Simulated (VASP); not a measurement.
Runs of VASP 6.6.1 on ZnS (Wurtzite-2H). The structure is that of space group P6_3mc (No. 186), or close to it. The cells are those of the table. 

```tsv
cell	gap on the mesh (eV)	pressure (GPa)	largest force (eV/Å)
a = 3.707, b = 3.707, c = 6.063 Å, angles 90.0, 90.0, 120.0°, 4 atoms	(d)	7.4	0.44
a = 3.910, b = 3.910, c = 6.396 Å, angles 90.0, 90.0, 120.0°, 4 atoms	1.89	(c)	0.24
a = 3.652, b = 3.652, c = 5.974 Å, angles 90.0, 90.0, 120.0°, 4 atoms	2.86	(a)	0.51
a = 3.958, b = 3.958, c = 6.474 Å, angles 90.0, 90.0, 120.0°, 4 atoms	1.73	-6.8	0.21
a = 3.861, b = 3.861, c = 6.316 Å, angles 90.0, 90.0, 120.0°, 4 atoms	2.07	(b)	0.28
a = 3.811, b = 3.811, c = 6.234 Å, angles 90.0, 90.0, 120.0°, 4 atoms	2.25	-0.2	0.33
a = 3.759, b = 3.759, c = 6.150 Å, angles 90.0, 90.0, 120.0°, 4 atoms	2.45	3.2	0.38
```

Alike in all rows: task single point; level PBE+D4; potentials or basis VASP PAW PBE potentials, release 64 (Zn, S); no spin polarisation; k mesh 6 × 6 × 3; cutoff (eV) 520; smearing gaussian 0.01 eV.

Problem. Estimate the missing entries.

Solution. (a) 12.6; (b) -2.9; (c) -5.1; (d) 2.65.

